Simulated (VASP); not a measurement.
# GaSe3 (Fm-3m) in VASP: further runs

The runs below take GaSe3 through single point, relaxation of cell and atoms, with PBE.

Program: VASP 6.6.1. These are calculated values, not measurements. Logs are shortened: lines on timing, memory, paths and dates and some standing lists are left out, and cuts for length are marked.

### 1 The cell of the first run

The structure is cubic, space group Fm-3m (No. 225). Conventional cell: a = 6.891 Å, b = 6.891 Å, c = 6.891 Å, α = 90.00°, β = 90.00°, γ = 90.00°. Ga (site symmetry m-3m) has 14 Se at 2.98 to 3.45 Å within 3.9 Å. Se (site symmetry m-3m) has 8 Se at 2.98 Å and 6 Ga at 3.45 Å within 3.9 Å. Se (site symmetry -43m) has 4 Ga at 2.98 Å and 10 Se at 2.98 to 3.45 Å within 3.9 Å.

The cell was built from a structure type or drawn by symmetry, and may not be a known phase.

### 2 Single point, PBE

Contents of INCAR:

```
  ALGO = Normal
  EDIFF = 1E-6
  ENCUT = 520
  GGA = PE
  ISIF = 2
  ISMEAR = 0
  LASPH = T
  LCHARG = F
  LREAL = F
  LWAVE = F
  NBANDS = 24
  NELM = 100
  PREC = Accurate
  SIGMA = 0.1
```

Contents of KPOINTS:

```
k-points
0
Gamma
  4 4 4
```

Contents of POSCAR:

```
GaSe3
1.0
    0.0000000000      3.4453686116      3.4453686116
    3.4453686116      0.0000000000      3.4453686116
    3.4453686116      3.4453686116      0.0000000000
Ga Se
1 3
Direct
    0.0000000000      0.0000000000      0.0000000000
    0.5000000000      0.5000000000      0.5000000000
    0.2500000000      0.2500000000      0.2500000000
    0.7500000000      0.7500000000      0.7500000000
```

Potentials or basis: VASP PAW PBE potentials, release 64 (Ga_d, Se).

Command:

```console
$ cat potpaw_PBE.64/Ga_d/POTCAR potpaw_PBE.64/Se/POTCAR > POTCAR
$ mpirun -np 1 vasp_std > vasp.out
```

OUTCAR:

```text
EDIFF = 1E-6
   ENCUT = 520
   GGA = PE
   ISIF = 2
   ISMEAR = 0
   LASPH = T
   LREAL = F
   NELM = 100
   PREC = Accurate

 ion  position               nearest neighbor table
   1  0.000  0.000  0.000-
   2  0.500  0.500  0.500-
   3  0.250  0.250  0.250-
   4  0.750  0.750  0.750-

  LATTYP: Found a face centered cubic cell.
 ALAT       =     6.8907372232

  Lattice vectors:

 A1 = (   0.0000000000,   3.4453686116,   3.4453686116)
 A2 = (   3.4453686116,   0.0000000000,   3.4453686116)
 A3 = (   3.4453686116,   3.4453686116,   0.0000000000)

Analysis of symmetry for initial positions (statically):
=====================================================================
 Subroutine PRICEL returns:
 Original cell was already a primitive cell.

 Routine SETGRP: Setting up the symmetry group for a
 face centered cubic supercell.

 Subroutine GETGRP returns: Found 48 space group operations
 (whereof 48 operations were pure point group operations)
 out of a pool of 48 trial point group operations.

The static configuration has the point symmetry O_h .

Analysis of symmetry for dynamics (positions and initial velocities):
=====================================================================
 Subroutine PRICEL returns:
 Original cell was already a primitive cell.

 Routine SETGRP: Setting up the symmetry group for a
 face centered cubic supercell.

 Subroutine GETGRP returns: Found 48 space group operations
 (whereof 48 operations were pure point group operations)
 out of a pool of 48 trial point group operations.

The dynamic configuration has the point symmetry O_h .

 Subroutine INISYM returns: Found 48 space group operations
 (whereof 48 operations are pure point group operations),
 and found     1 'primitive' translations

----------------------------------------------------------------------------------------

                                     Primitive cell

  volume of cell :      81.7969

  direct lattice vectors                    reciprocal lattice vectors
     0.000000000  3.445368612  3.445368612    -0.145122353  0.145122353  0.145122353
     3.445368612  0.000000000  3.445368612     0.145122353 -0.145122353  0.145122353
     3.445368612  3.445368612  0.000000000     0.145122353  0.145122353 -0.145122353

  length of vectors
     4.872487018  4.872487018  4.872487018     0.251359289  0.251359289  0.251359289

  position of ions in fractional coordinates (direct lattice)
     0.000000000  0.000000000  0.000000000
     0.500000000  0.500000000  0.500000000
     0.250000000  0.250000000  0.250000000
     0.750000000  0.750000000  0.750000000

  ion indices of the primitive-cell ions
   primitive index   ion index
                 1           1
                 2           2
                 3           3
                 4           4

----------------------------------------------------------------------------------------

 KPOINTS: k-points

Automatic generation of k-mesh.
 Grid dimensions read from file:
 generate k-points for:    4    4    4

 Generating k-lattice:

  Cartesian coordinates                     Fractional coordinates (reciprocal lattice)
    -0.036280588  0.036280588  0.036280588     0.250000000  0.000000000  0.000000000
     0.036280588 -0.036280588  0.036280588     0.000000000  0.250000000  0.000000000
     0.036280588  0.036280588 -0.036280588     0.000000000  0.000000000  0.250000000

  Length of vectors
     0.062839822  0.062839822  0.062839822

  Shift w.r.t. Gamma in fractional coordinates (k-lattice)
     0.000000000  0.000000000  0.000000000

 Subroutine IBZKPT returns following result:
 ===========================================

 Found      8 irreducible k-points:

 Following reciprocal coordinates:
            Coordinates               Weight
  0.000000  0.000000  0.000000      1.000000
  0.250000  0.000000  0.000000      8.000000
  0.500000  0.000000  0.000000      4.000000
  0.250000  0.250000  0.000000      6.000000
  0.500000  0.250000  0.000000     24.000000
 -0.250000  0.250000  0.000000     12.000000
  0.500000  0.500000  0.000000      3.000000
 -0.250000  0.500000  0.250000      6.000000
   k-points           NKPTS =      8   k-points in BZ     NKDIM =      8   number of bands    NBANDS=     24
   number of dos      NEDOS =    301   number of ions     NIONS =      4
   total plane-waves  NPLWV =  46656
   dimension x,y,z NGX =    36 NGY =   36 NGZ =   36
   dimension x,y,z NGXF=    72 NGYF=   72 NGZF=   72
   ions per type =               1   3
   NGX,Y,Z   is equivalent  to a cutoff of  12.28, 12.28, 12.28 a.u.
   NGXF,Y,Z  is equivalent  to a cutoff of  24.57, 24.57, 24.57 a.u.
 SYSTEM =  unknown system
   PREC   = accura    normal or accurate (medium, high low for compatibility)
   ISTART =      0    job   : 0-new  1-cont  2-samecut
   ICHARG =      2    charge: 1-file 2-atom 10-const
   ISPIN  =      1    spin polarized calculation?
   LNONCOLLINEAR =      F non collinear calculations
   LSORBIT =      F    spin-orbit coupling
   LASPH  =      T    aspherical Exc in radial PAW
   ENCUT  =  520.0 eV  38.22 Ry    6.18 a.u.   9.06  9.06  9.06*2*pi/ulx,y,z
   NELM   =    100;   NELMIN=  2; NELMDL= -5     # of ELM steps
   EDIFF  = 0.1E-05   stopping-criterion for ELM
   LREAL  =      F    real-space projection
   EDIFFG = 0.1E-04   stopping-criterion for IOM
   NSW    =      0    number of steps for IOM
   IBRION =     -1    ionic relax: 0-MD 1-quasi-New 2-CG
   NFREE  =      0    steps in history (QN), initial steepest desc. (CG)
   ISIF   =      2    stress and relaxation
   ISYM   =      2    0-nonsym 1-usesym 2-fastsym
   POTIM  = 0.5000    time-step for ionic-motion
   TEBEG  =    0.0;   TEEND  =   0.0 temperature during run
   PSTRESS=    0.0 pullay stress
   NELECT =      31.0000    total number of electrons
   NUPDOWN=      -1.0000    fix difference up-down
   EMIN   =  10.00;   EMAX   =-10.00  energy-range for DOS
   EFERMI =   0.00;   METHOD = LEGACY
   ISMEAR =     0;   SIGMA  =   0.10  broadening in eV -4-tet -1-fermi 0-gaus
   EFERMI_NEDOS =   21; number of points for ismear=-14 and -15
   IALGO  =     38    algorithm
   IMIX   =      4    mixing-type and parameters
     AMIX     =   0.40;   BMIX     =  1.00
     AMIX_MAG =   1.60;   BMIX_MAG =  1.00
  volume/ion in A,a.u.               =      20.45       138.00
  Fermi-wavevector in a.u.,A,eV,Ry     =   1.184722  2.238800 19.096670  1.403566
  Thomas-Fermi vector in A             =   2.320930
   LORBIT       =      0    0 simple, 1 ext, 2 COOP (PROOUT), +10 PAW based schemes
   GGA     = PE    functional components
   LHFCALC =     F    Hartree Fock is set to
   AEXX    =    0.0000 exact exchange contribution
   IVDW    =     0    specifies the selected vdW correction
   LEPSILON=     F    determine dielectric tensor
   LRPA    =     F    only Hartree local field effects (RPA)
 non-spin polarized calculation
 Gauss-broadening in eV      SIGMA  =   0.10
  energy-cutoff  :      520.00
  volume of cell :       81.80
 maximum number of plane-waves:      2229
   NGX = 19   NGY = 19   NGZ = 19

 number of electron      30.9999990 magnetization

 Free energy of the ion-electron system (eV)
  ---------------------------------------------------
  ext. energy  EPLUGINS =         0.00000000
  ---------------------------------------------------
  free energy    TOTEN  =       -12.17079507 eV

  energy without entropy =      -12.16539916  energy(sigma->0) =      -12.16809711

 E-fermi :   5.3744     XC(G=0): -10.5634

 val. band max:        5.3088696307   @ k =   0.5000   0.5000   0.0000
 cond. band min:       5.3826628459   @ k =   0.5000   0.5000   0.0000
 fundamental gap:      0.0737932152
 Fermi energy:         5.3744136172

 k-point     1 :       0.0000    0.0000    0.0000
  band No.  band energies     occupation
      1     -10.2485      2.00000
      2      -9.3796      2.00000
      3      -9.3796      2.00000
      4      -9.3796      2.00000
      5      -9.3615      2.00000
      6      -9.3615      2.00000
[... 16 lines left out ...]
     23      10.7927      0.00000
     24      18.1827      0.00000

 k-point     2 :       0.2500    0.0000    0.0000
  band No.  band energies     occupation
      1      -9.8291      2.00000
      2      -9.3936      2.00000
      3      -9.3773      2.00000
      4      -9.3773      2.00000
      5      -9.3621      2.00000
      6      -9.3621      2.00000
[... 16 lines left out ...]
     23      11.7688      0.00000
     24      16.8337      0.00000

 k-point     3 :       0.5000    0.0000    0.0000
  band No.  band energies     occupation
      1      -9.4406      2.00000
      2      -9.3757      2.00000
      3      -9.3757      2.00000
      4      -9.3618      2.00000
      5      -9.3618      2.00000
      6      -9.0117      2.00000
[... 16 lines left out ...]
     23      15.2767      0.00000
     24      15.2767      0.00000

 k-point     4 :       0.2500    0.2500    0.0000
  band No.  band energies     occupation
      1      -9.6884      2.00000
      2      -9.4091      2.00000
      3      -9.3748      2.00000
      4      -9.3748      2.00000
      5      -9.3603      2.00000
      6      -9.3560      2.00000
[... 16 lines left out ...]
     23      13.5849      0.00000
     24      16.1914      0.00000

 k-point     5 :       0.5000    0.2500    0.0000
  band No.  band energies     occupation
      1      -9.4269      2.00000
      2      -9.4001      2.00000
      3      -9.3806      2.00000
      4      -9.3724      2.00000
      5      -9.3607      2.00000
      6      -8.8033      2.00000
[... 16 lines left out ...]
     23      13.8493      0.00000
     24      14.9782      0.00000

 k-point     6 :      -0.2500    0.2500    0.0000
  band No.  band energies     occupation
      1      -9.4374      2.00000
      2      -9.4098      2.00000
      3      -9.3742      2.00000
      4      -9.3742      2.00000
      5      -9.3632      2.00000
      6      -9.1121      2.00000
[... 16 lines left out ...]
     23      14.7785      0.00000
     24      14.7876      0.00000

 k-point     7 :       0.5000    0.5000    0.0000
  band No.  band energies     occupation
      1      -9.4422      2.00000
      2      -9.3970      2.00000
      3      -9.3696      2.00000
      4      -9.3696      2.00000
      5      -9.3591      2.00000
      6      -8.1930      2.00000
[... 16 lines left out ...]
     23      12.4731      0.00000
     24      13.1043      0.00000

 k-point     8 :      -0.2500    0.5000    0.2500
  band No.  band energies     occupation
      1      -9.4139      2.00000
      2      -9.4139      2.00000
      3      -9.3874      2.00000
      4      -9.3696      2.00000
      5      -9.3615      2.00000
      6      -8.1466      2.00000
[... 16 lines left out ...]
     23      13.9877      0.00000
     24      14.7903      0.00000

------------------------ aborting loop because EDIFF is reached ----------------------------------------

  FORCE on cell =-STRESS in cart. coord.  units (eV):
  Direction    XX          YY          ZZ          XY          YZ          ZX
  --------------------------------------------------------------------------------------
  -------------------------------------------------------------------------------------
  Total       -0.0309106     -0.0309106     -0.0309106      0.0000000      0.0000000     -0.0000000
  in kB       -0.6054537     -0.6054537     -0.6054537      0.0000000      0.0000000     -0.0000000
  external PRESSURE =      -0.6054537 kB  Pullay stress =       0.0000000 kB

 VOLUME and BASIS-vectors are now :
 -----------------------------------------------------------------------------
  energy-cutoff  :      520.00
  volume of cell :       81.80
      direct lattice vectors                 reciprocal lattice vectors
     0.000000000  3.445368612  3.445368612    -0.145122353  0.145122353  0.145122353
     3.445368612  0.000000000  3.445368612     0.145122353 -0.145122353  0.145122353
     3.445368612  3.445368612  0.000000000     0.145122353  0.145122353 -0.145122353

 POSITION                                       TOTAL-FORCE (eV/Angst)
 -----------------------------------------------------------------------------------
      0.00000      0.00000      0.00000         0.000000     -0.000000      0.000000
      3.44537      3.44537      3.44537         0.000000     -0.000000      0.000000
      1.72268      1.72268      1.72268         0.000000      0.000000      0.000000
      5.16805      5.16805      5.16805        -0.000000     -0.000000     -0.000000
 -----------------------------------------------------------------------------------
    total drift:                               -0.000000      0.000000      0.000000

  FREE ENERGIE OF THE ION-ELECTRON SYSTEM (eV)
  ---------------------------------------------------
  free  energy   TOTEN  =       -12.1707950655 eV

  energy  without entropy=      -12.1653991602  energy(sigma->0) =      -12.16809711
```

Run time: 13 s. Hardware: 1 thread of AMD EPYC 9R45 (Zen 5), shared host; peak memory 0.17 GiB.

What came out:

| Quantity | Value |
| --- | --- |
| Free energy | -12.1708 eV |
| Pressure | -0.1 GPa |
| Band gap on the k mesh | zero (an odd number of electrons rules out a gap without spin polarisation) |

Caveat: the k points lie up to 0.39 Å⁻¹ apart, too coarse for converged energies and pressures of a metal.

### 3 Single point, PBE

This run uses another cell than the first one, of 31.63 Å³/atom.

Contents of INCAR:

```
SYSTEM = GaSe3
PREC = Accurate
ENCUT = 520
EDIFF = 1E-7
ISMEAR = 0
SIGMA = 0.1
LREAL = .False.
LASPH = .True.
NELM = 100
ALGO = Normal
ISIF = 2
LWAVE = .False.
LCHARG = .False.
GGA = PE
NBANDS = 24
```

Contents of KPOINTS:

```
Automatic mesh
0
Gamma
  4 4 4
  0 0 0
```

Contents of POSCAR:

```
GaSe3
1.0
    0.0000000000      3.9844697300      3.9844697300
    3.9844697300      0.0000000000      3.9844697300
    3.9844697300      3.9844697300      0.0000000000
Ga Se
1 3
Direct
    0.0000000000      0.0000000000      0.0000000000
    0.5000000000      0.5000000000      0.5000000000
    0.2500000000      0.2500000000      0.2500000000
    0.7500000000      0.7500000000      0.7500000000
```

Potentials or basis: VASP PAW PBE potentials, release 64 (Ga_d, Se).

Command:

```console
$ cat potpaw_PBE.64/Ga_d/POTCAR potpaw_PBE.64/Se/POTCAR > POTCAR
$ mpirun -np 1 vasp_std > vasp.out
```

Run time: 22 s. Hardware: 1 thread of AMD EPYC 9R45 (Zen 5), shared host; peak memory 0.22 GiB.

It converged, with:

```yaml
Free_energy: -10.2397 eV
Pressure: -8.6 GPa
Band_gap_on_the_k_mesh: zero (an odd number of electrons rules out a gap without spin polarisation)
```

Levels at points of the mesh, in eV from the Fermi level:
| k point | band 13 | band 14 | band 15 | band 16 | band 17 | band 18 |
| --- | --- | --- | --- | --- | --- | --- |
| (0.00, 0.00, 0.00) | -1.73 | -1.73 | -1.73 | -0.28 | -0.28 | -0.28 |
| (0.50, 0.00, 0.00) | -1.57 | -1.25 | -1.24 | 0.38 | 0.38 | 0.64 |
| (0.50, 0.50, 0.00) | -0.54 | -0.22 | -0.22 | 0.06 | 0.33 | 0.33 |

Caveat: the cell stands under tension.

### 4 Relaxation of cell and atoms, PBE

This run uses another cell than the first one, of 31.63 Å³/atom.

Contents of INCAR:

```
SYSTEM = GaSe3
PREC     = Accurate       ! precision mode
ENCUT    = 600            ! plane-wave cutoff, eV
EDIFF    = 1E-6           ! SCF threshold, eV
ISMEAR   = 0              ! smearing method
SIGMA    = 0.1            ! smearing width, eV
LREAL    = .False.        ! projectors in reciprocal space
LASPH    = .True.         ! aspherical terms in the spheres
NELM     = 80             ! most SCF steps
ALGO     = Normal         ! electronic algorithm
ISIF     = 3              ! what is computed and relaxed
LWAVE    = .False.        ! write WAVECAR
LCHARG   = .False.        ! write CHGCAR
GGA      = PE             ! functional
IBRION   = 2              ! ionic algorithm
NSW      = 90             ! ionic steps
EDIFFG   = -0.04          ! ionic threshold
```

KPOINTS is that of step 3.

POSCAR is that of step 3.

Command:

```console
$ cat potpaw_PBE.64/Ga_d/POTCAR potpaw_PBE.64/Se/POTCAR > POTCAR
$ mpirun -np 1 vasp_std > vasp.out
```

Run time: 93 s. Hardware: 1 thread of AMD EPYC 9R45 (Zen 5), shared host; peak memory 0.31 GiB.

It converged, with:

```
Free energy                           : -12.1734 eV
Relaxed volume                        : 20.44 Å³/atom
Relaxed cell                          : a = 4.872 Å, b = 4.872 Å, c = 4.872 Å, α = 60.00°, β = 60.00°, γ = 60.00°
Space group after relaxing (to 0.1 Å) : Fm-3m (No. 225)
Energy gained by relaxing             : 483.5 meV/atom
Ionic steps                           : 5
Pressure after relaxing               : 0.0 GPa
Band gap on the k mesh                : zero (an odd number of electrons rules out a gap without spin polarisation)
```

Step by step:
```
step  energy change (eV)  largest force (eV/Å)  pressure (GPa)  volume (Å³)
   1              0.0000                0.0000           -8.57       126.51
   2             -1.4982                0.0000           -7.09        98.00
   3             -1.9214                0.0000           -1.59        84.08
   4             -1.9326                0.0000            0.55        80.98
   5             -1.9338                0.0000           -0.01        81.76
```

Final structure:
```
Ga Se
1.0
     0.00000    3.44483    3.44483
     3.44483    0.00000    3.44483
     3.44483    3.44483    0.00000
Ga Se
1 3
Direct
  0.00000 0.00000 0.00000
  0.50000 0.50000 0.50000
  0.25000 0.25000 0.25000
  0.75000 0.75000 0.75000
```

Levels at points of the mesh, in eV from the Fermi level:
```csv
k point,band 12,band 13,band 14,band 15,band 16,band 17,band 18,band 19
"(0.00, 0.00, 0.00)",-3.63,-3.63,-3.63,-3.23,-1.31,-1.31,-1.31,5.42
"(0.50, 0.00, 0.00)",-3.48,-3.48,-2.02,-1.33,0.45,0.45,1.52,3.40
"(0.50, 0.50, 0.00)",-1.82,-0.65,-0.65,-0.07,0.01,0.43,0.43,4.22
```

Caveat: the volume moved by over 15 % at a fixed basis, so the end points are rough.

(Continued in part 2 of 2.)
